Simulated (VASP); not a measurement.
# Cu (Fm-3m) in VASP: further runs

Runs on Cu. Level: r2SCAN. Tasks: relaxation of cell and atoms.

Program: VASP 6.6.1. These are calculated values, not measurements. Logs are shortened: lines on timing, memory, paths and dates and some standing lists are left out, and cuts for length are marked.

## Step 1: The cell of the first run

The structure is cubic, space group Fm-3m (No. 225). Conventional cell: a = 3.580 Å, b = 3.580 Å, c = 3.580 Å, α = 90.00°, β = 90.00°, γ = 90.00°. Within 3.3 Å of Cu (site symmetry m-3m) lie 12 Cu at 2.53 Å.

## Step 2: Relaxation of cell and atoms, r2SCAN

POSCAR

```
Cu
1.0
    0.0000000000      1.7898864730      1.7898864730
    1.7898864730      0.0000000000      1.7898864730
    1.7898864730      1.7898864730      0.0000000000
Cu
1
Direct
    0.0000000000      0.0000000000      0.0000000000
```

INCAR.step1

```
ALGO     = Normal         # electronic algorithm
EDIFF    = 1E-4           # SCF threshold, eV
ENCUT    = 600            # plane-wave cutoff, eV
GGA      = PE             # functional
ISMEAR   = -1             # smearing method
LASPH    = T              # aspherical terms in the spheres
LCHARG   = F              # write CHGCAR
LREAL    = F              # projectors in reciprocal space
LWAVE    = T              # write WAVECAR
NELM     = 100            # most SCF steps
PREC     = Accurate       # precision mode
SIGMA    = 0.15           # smearing width, eV
```

INCAR.step2

```
ALGO     = Normal         # electronic algorithm
EDIFF    = 1E-6           # SCF threshold, eV
EDIFFG   = -0.001         # ionic threshold
ENCUT    = 600            # plane-wave cutoff, eV
IBRION   = 2              # ionic algorithm
ISIF     = 3              # what is computed and relaxed
ISMEAR   = -1             # smearing method
ISTART   = 1            
LASPH    = T              # aspherical terms in the spheres
LCHARG   = F              # write CHGCAR
LMIXTAU  = T            
LREAL    = F              # projectors in reciprocal space
LWAVE    = F              # write WAVECAR
METAGGA  = R2SCAN         # meta-GGA
NELM     = 100            # most SCF steps
NSW      = 80             # ionic steps
PREC     = Accurate       # precision mode
SIGMA    = 0.15           # smearing width, eV
```

KPOINTS

```
k-points
0
Gamma
  16 16 16
```

Potentials or basis: VASP PAW PBE potentials, release 64 (Cu).

The run is started by

```console
cat potpaw_PBE.64/Cu/POTCAR > POTCAR
cp INCAR.step1 INCAR
mpirun -np 1 vasp_std > vasp.out
cp INCAR.step2 INCAR
mpirun -np 1 vasp_std > vasp.out
```

OUTCAR:

```text
EDIFF = 1E-6
   EDIFFG = -0.001
   ENCUT = 600
   IBRION = 2
   ISIF = 3
   ISMEAR = -1
   ISTART = 1
   LASPH = T
   LREAL = F
   METAGGA = R2SCAN
   NELM = 100
   NSW = 80
   PREC = Accurate

 ion  position               nearest neighbor table
   1  0.000  0.000  0.000-

  LATTYP: Found a face centered cubic cell.
 ALAT       =     3.5797729460

  Lattice vectors:

 A1 = (   0.0000000000,   1.7898864730,   1.7898864730)
 A2 = (   1.7898864730,   0.0000000000,   1.7898864730)
 A3 = (   1.7898864730,   1.7898864730,   0.0000000000)

Analysis of symmetry for initial positions (statically):
=====================================================================
 Subroutine PRICEL returns:
 Original cell was already a primitive cell.

 Routine SETGRP: Setting up the symmetry group for a
 face centered cubic supercell.

 Subroutine GETGRP returns: Found 48 space group operations
 (whereof 48 operations were pure point group operations)
 out of a pool of 48 trial point group operations.

The static configuration has the point symmetry O_h .

Analysis of symmetry for dynamics (positions and initial velocities):
=====================================================================
 Subroutine PRICEL returns:
 Original cell was already a primitive cell.

 Routine SETGRP: Setting up the symmetry group for a
 face centered cubic supercell.

 Subroutine GETGRP returns: Found 48 space group operations
 (whereof 48 operations were pure point group operations)
 out of a pool of 48 trial point group operations.

The dynamic configuration has the point symmetry O_h .

 Subroutine INISYM returns: Found 48 space group operations
 (whereof 48 operations are pure point group operations),
 and found     1 'primitive' translations

----------------------------------------------------------------------------------------

                                     Primitive cell

  volume of cell :      11.4685

  direct lattice vectors                    reciprocal lattice vectors
     0.000000000  1.789886473  1.789886473    -0.279347326  0.279347326  0.279347326
     1.789886473  0.000000000  1.789886473     0.279347326 -0.279347326  0.279347326
     1.789886473  1.789886473  0.000000000     0.279347326  0.279347326 -0.279347326

  length of vectors
     2.531281725  2.531281725  2.531281725     0.483843762  0.483843762  0.483843762

[... 101 lines left out ...]
  Thomas-Fermi vector in A             =   2.709395
   LORBIT       =      0    0 simple, 1 ext, 2 COOP (PROOUT), +10 PAW based schemes
   METAGGA = R2SCAN    functional components
   LHFCALC =     F    Hartree Fock is set to
   AEXX    =    0.0000 exact exchange contribution
   IVDW    =     0    specifies the selected vdW correction
   LEPSILON=     F    determine dielectric tensor
   LRPA    =     F    only Hartree local field effects (RPA)
 conjugate gradient relaxation of ions
 non-spin polarized calculation
  energy-cutoff  :      600.00
  volume of cell :       11.47
 maximum number of plane-waves:       392
   NGX = 11   NGY = 11   NGZ = 11

--------------------------------------- Ionic step        1  -------------------------------------------

 number of electron      11.0000011 magnetization

 Free energy of the ion-electron system (eV)
  ---------------------------------------------------
  ext. energy  EPLUGINS =         0.00000000
  ---------------------------------------------------
  free energy    TOTEN  =       -10.83752686 eV

  energy without entropy =      -10.81633230  energy(sigma->0) =      -10.82692958

------------------------ aborting loop because EDIFF is reached ----------------------------------------

  FORCE on cell =-STRESS in cart. coord.  units (eV):
  Direction    XX          YY          ZZ          XY          YZ          ZX
  --------------------------------------------------------------------------------------
  -------------------------------------------------------------------------------------
  Total        0.0201525      0.0201525      0.0201525      0.0000000      0.0000000     -0.0000000
  in kB        2.8153486      2.8153486      2.8153486      0.0000000      0.0000000     -0.0000000
  external PRESSURE =       2.8153486 kB  Pullay stress =       0.0000000 kB
[... 86 lines left out ...]
  FREE ENERGIE OF THE ION-ELECTRON SYSTEM (eV)
  ---------------------------------------------------
  free  energy   TOTEN  =       -10.8375602808 eV

  energy  without entropy=      -10.8163568767  energy(sigma->0) =      -10.82695858

[... ionic steps 4 to 10 ...]

--------------------------------------- Ionic step       11  -------------------------------------------

 number of electron      11.0000011 magnetization

------------------------ aborting loop because EDIFF is reached ----------------------------------------
[... 65 lines left out ...]
--------------------------------------- Ionic step       13  -------------------------------------------

 number of electron      11.0000011 magnetization

 Free energy of the ion-electron system (eV)
  ---------------------------------------------------
  ext. energy  EPLUGINS =         0.00000000
  ---------------------------------------------------
  free energy    TOTEN  =       -10.83755713 eV

  energy without entropy =      -10.81635252  energy(sigma->0) =      -10.82695483

 E-fermi :   7.7382     XC(G=0): -13.9328

 val. band max:        7.6871167118   @ k =   0.5000   0.1875   0.0625
 cond. band min:       7.7632666716   @ k =   0.5000   0.3125   0.1250
 fundamental gap:      0.0761499597
 Fermi energy:         7.7382438045

 k-point     1 :       0.0000    0.0000    0.0000
  band No.  band energies     occupation
      1      -2.1462      2.00000
      2       4.5163      2.00000
      3       4.5163      2.00000
      4       4.5163      2.00000
      5       5.3682      2.00000
      6       5.3682      2.00000
      7      31.3560      0.00000
      8      34.6111      0.00000
      9      34.6111      0.00000
[... 265 lines left out ...]
 k-point    24 :      -0.0625    0.0625    0.0000
  band No.  band energies     occupation
      1      -1.7462      2.00000
      2       4.4233      2.00000
      3       4.5860      2.00000
      4       4.6000      2.00000
      5       5.3013      2.00000
      6       5.3824      2.00000
      7      29.4470      0.00000
      8      30.8442      0.00000
      9      33.4748      0.00000

 [... further k-points ...]
[... 5 lines left out ...]
  --------------------------------------------------------------------------------------
  -------------------------------------------------------------------------------------
  Total       -0.0004261     -0.0004261     -0.0004261     -0.0000000     -0.0000000      0.0000000
  in kB       -0.0594350     -0.0594350     -0.0594350     -0.0000000     -0.0000000      0.0000000
  external PRESSURE =      -0.0594350 kB  Pullay stress =       0.0000000 kB
[... 16 lines left out ...]
  FREE ENERGIE OF THE ION-ELECTRON SYSTEM (eV)
  ---------------------------------------------------
  free  energy   TOTEN  =       -10.8375571283 eV

  energy  without entropy=      -10.8163525240  energy(sigma->0) =      -10.82695483

 reached required accuracy - stopping structural energy minimisation
```

Wall time 2.4 min (1 thread of Intel Xeon 6975P-C (Granite Rapids), shared host); peak memory 0.15 GiB.

Results:

```yaml
Free_energy: -10.8376 eV
Relaxed_volume: 11.49 Å³/atom
Relaxed_cell: a = 2.533 Å, b = 2.533 Å, c = 2.533 Å, α = 60.00°, β = 60.00°, γ = 60.00°
Space_group_after_relaxing_to_0.05_Å: Fm-3m (No. 225)
Energy_gained_by_relaxing: 0.0 meV/atom
Ionic_steps: 13
Pressure_after_relaxing: 0.0 GPa
```

Final structure:
```yaml
crystal:
  lattice:
    - [0.00000, 1.79086, 1.79086]
    - [1.79086, 0.00000, 1.79086]
    - [1.79086, 1.79086, 0.00000]
  atoms:
    - { symbol: Cu, position: [0.00000, 0.00000, 0.00000] }
```

Levels at points of the mesh, in eV from the Fermi level:
```csv
k point,band 3,band 4,band 5,band 6,band 7,band 8,band 9
"(0.00, 0.00, 0.00)",-3.22,-3.22,-2.37,-2.37,23.62,26.87,26.87
"(0.50, 0.00, 0.00)",-3.27,-1.76,-1.76,-1.12,4.12,22.11,23.60
"(0.50, 0.50, 0.00)",-1.79,-1.60,-1.60,1.57,7.64,13.99,13.99
```

Caveat: the PAW data sets were made with another functional, which shifts forces and pressure a little.

## Step 3: Relaxation of cell and atoms, r2SCAN

This run uses another cell than the first one, of 12.16 Å³/atom, 1.060 times its volume.

POSCAR

```
Cu
1.0
    0.0000000000      1.8250000000      1.8250000000
    1.8250000000      0.0000000000      1.8250000000
    1.8250000000      1.8250000000      0.0000000000
Cu
1
Direct
    0.0000000000      0.0000000000      0.0000000000
```

INCAR.step1

```
PREC     = Accurate       # precision mode
ENCUT    = 600            # plane-wave cutoff, eV
ISMEAR   = 0              # smearing method
SIGMA    = 0.1            # smearing width, eV
LREAL    = F              # projectors in reciprocal space
LASPH    = T              # aspherical terms in the spheres
NELM     = 60             # most SCF steps
GGA      = PE             # functional
ALGO     = Normal         # electronic algorithm
EDIFF    = 1E-4           # SCF threshold, eV
LWAVE    = T              # write WAVECAR
LCHARG   = F              # write CHGCAR
```

INCAR.step2

```
PREC     = Accurate       # precision mode
ENCUT    = 600            # plane-wave cutoff, eV
EDIFF    = 1E-7           # SCF threshold, eV
ISMEAR   = 0              # smearing method
SIGMA    = 0.1            # smearing width, eV
LREAL    = F              # projectors in reciprocal space
LASPH    = T              # aspherical terms in the spheres
NELM     = 60             # most SCF steps
ALGO     = Normal         # electronic algorithm
ISIF     = 3              # what is computed and relaxed
LWAVE    = F              # write WAVECAR
LCHARG   = F              # write CHGCAR
METAGGA  = R2SCAN         # meta-GGA
LMIXTAU  = T            
IBRION   = 2              # ionic algorithm
NSW      = 100            # ionic steps
EDIFFG   = -0.002         # ionic threshold
ISTART   = 1
```

KPOINTS

```
Automatic mesh
0
Gamma
  16 16 16
```

Potentials or basis: VASP PAW PBE potentials, release 64 (Cu).

The run is started by

```console
cat potpaw_PBE.64/Cu/POTCAR > POTCAR
cp INCAR.step1 INCAR
mpirun -np 1 vasp_std > vasp.out
cp INCAR.step2 INCAR
mpirun -np 1 vasp_std > vasp.out
```

OUTCAR:

```text
PREC = Accurate
   ENCUT = 600
   EDIFF = 1E-7
   ISMEAR = 0
   LREAL = F
   LASPH = T
   NELM = 60
   ISIF = 3
   METAGGA = R2SCAN
   IBRION = 2
   NSW = 100
   EDIFFG = -0.002
   ISTART = 1

 ion  position               nearest neighbor table
   1  0.000  0.000  0.000-

  LATTYP: Found a face centered cubic cell.
 ALAT       =     3.6500000000

  Lattice vectors:

 A1 = (   0.0000000000,   1.8250000000,   1.8250000000)
 A2 = (   1.8250000000,   0.0000000000,   1.8250000000)
 A3 = (   1.8250000000,   1.8250000000,   0.0000000000)

Analysis of symmetry for initial positions (statically):
=====================================================================
 Subroutine PRICEL returns:
 Original cell was already a primitive cell.

 Routine SETGRP: Setting up the symmetry group for a
 face centered cubic supercell.

 Subroutine GETGRP returns: Found 48 space group operations
 (whereof 48 operations were pure point group operations)
 out of a pool of 48 trial point group operations.

The static configuration has the point symmetry O_h .

Analysis of symmetry for dynamics (positions and initial velocities):
[... 166 lines left out ...]
  -------------------------------------------------------------------------------------
  Total       -0.5956379     -0.5956379     -0.5956379      0.0000000     -0.0000000      0.0000000
  in kB      -78.5008346    -78.5008346    -78.5008346      0.0000000     -0.0000000      0.0000000
  external PRESSURE =     -78.5008346 kB  Pullay stress =       0.0000000 kB
[... 197 lines left out ...]
--------------------------------------- Ionic step        7  -------------------------------------------

 number of electron      10.9999998 magnetization

 Free energy of the ion-electron system (eV)
  ---------------------------------------------------
  ext. energy  EPLUGINS =         0.00000000
  ---------------------------------------------------
  free energy    TOTEN  =       -10.82795359 eV

  energy without entropy =      -10.82641170  energy(sigma->0) =      -10.82718264

 E-fermi :   7.7036     XC(G=0): -13.9297

 val. band max:        7.6898144842   @ k =   0.5000   0.1875   0.0625
 cond. band min:       7.7660462717   @ k =   0.5000   0.3125   0.1250
 fundamental gap:      0.0762317875
 Fermi energy:         7.7035727230

 k-point     1 :       0.0000    0.0000    0.0000
  band No.  band energies     occupation
      1      -2.1453      2.00000
      2       4.5214      2.00000
      3       4.5214      2.00000
      4       4.5214      2.00000
      5       5.3733      2.00000
      6       5.3733      2.00000
      7      31.3528      0.00000
      8      34.6071      0.00000
      9      34.6071      0.00000
[... 265 lines left out ...]
 k-point    24 :      -0.0625    0.0625    0.0000
  band No.  band energies     occupation
      1      -1.7453      2.00000
      2       4.4283      2.00000
      3       4.5911      2.00000
      4       4.6051      2.00000
      5       5.3063      2.00000
      6       5.3875      2.00000
      7      29.4444      0.00000
      8      30.8412      0.00000
      9      33.4711      0.00000

 [... further k-points ...]
[... 5 lines left out ...]
  --------------------------------------------------------------------------------------
  -------------------------------------------------------------------------------------
  Total        0.0003207      0.0003207      0.0003207     -0.0000000     -0.0000000      0.0000000
  in kB        0.0447166      0.0447166      0.0447166     -0.0000000     -0.0000000      0.0000000
  external PRESSURE =       0.0447166 kB  Pullay stress =       0.0000000 kB
[... 16 lines left out ...]
  FREE ENERGIE OF THE ION-ELECTRON SYSTEM (eV)
  ---------------------------------------------------
  free  energy   TOTEN  =       -10.8279535878 eV

  energy  without entropy=      -10.8264116958  energy(sigma->0) =      -10.82718264

 reached required accuracy - stopping structural energy minimisation
```

OSZICAR.step1:

```text
N       E                     dE             d eps       ncg     rms          rms(c)
DAV:   1     0.383444332047E+02    0.38344E+02   -0.62190E+03  2698   0.225E+03
DAV:   2    -0.413353734932E+01   -0.42478E+02   -0.40214E+02  2630   0.204E+02
DAV:   3    -0.461294884289E+01   -0.47941E+00   -0.47792E+00  3186   0.313E+01
DAV:   4    -0.461634854482E+01   -0.33997E-02   -0.33993E-02  3215   0.233E+00
DAV:   5    -0.461638625825E+01   -0.37713E-04   -0.37714E-04  3098   0.195E-01    0.762E+00
DAV:   6    -0.412989873195E+01    0.48649E+00   -0.17302E+01  2748   0.978E+01    0.408E+00
DAV:   7    -0.373981692505E+01    0.39008E+00   -0.27884E+00  2781   0.391E+01    0.545E-01
DAV:   8    -0.373018474538E+01    0.96322E-02   -0.63394E-03  3088   0.163E+00    0.328E-01
DAV:   9    -0.372832034365E+01    0.18644E-02   -0.13753E-02  2820   0.256E+00    0.359E-02
DAV:  10    -0.372831581036E+01    0.45333E-05   -0.59314E-05  1631   0.178E-01
   1 F= -.37283158E+01 E0= -.37274790E+01  d E =-.167362E-02
```

It took 2.2 min on 1 thread of Intel Xeon 6975P-C (Granite Rapids), shared host; peak memory 0.16 GiB.

Results:

| Item | Value |
| --- | --- |
| Free energy | -10.8280 eV |
| Relaxed volume | 11.49 Å³/atom |
| Relaxed cell | a = 2.533 Å, b = 2.533 Å, c = 2.533 Å, α = 60.00°, β = 60.00°, γ = 60.00° |
| Space group after relaxing (to 0.05 Å) | Fm-3m (No. 225) |
| Energy gained by relaxing | 17.0 meV/atom |
| Ionic steps | 7 |
| Pressure after relaxing | 0.0 GPa |

Step by step:
| step | energy change (eV) | largest force (eV/Å) | pressure (GPa) | volume (Å³) |
| --- | --- | --- | --- | --- |
| 1 | 0.0000 | 0.0000 | -7.85 | 12.16 |
| 2 | -0.0112 | 0.0000 | 5.26 | 11.14 |
| 3 | -0.0170 | 0.0000 | -0.23 | 11.50 |
| 4 | -0.0170 | 0.0000 | 0.10 | 11.48 |
| 5 | -0.0170 | 0.0000 | -0.06 | 11.49 |
| 6 | -0.0170 | 0.0000 | -0.03 | 11.49 |
| 7 | -0.0170 | 0.0000 | 0.00 | 11.49 |

Final structure:
```xyz
1
Lattice="0.0000 1.7909 1.7909 1.7909 0.0000 1.7909 1.7909 1.7909 0.0000" Properties=species:S:1:pos:R:3 pbc="T T T"
Cu    0.0000    0.0000    0.0000
```

Caveat: the PAW data sets were made with another functional, which shifts forces and pressure a little.
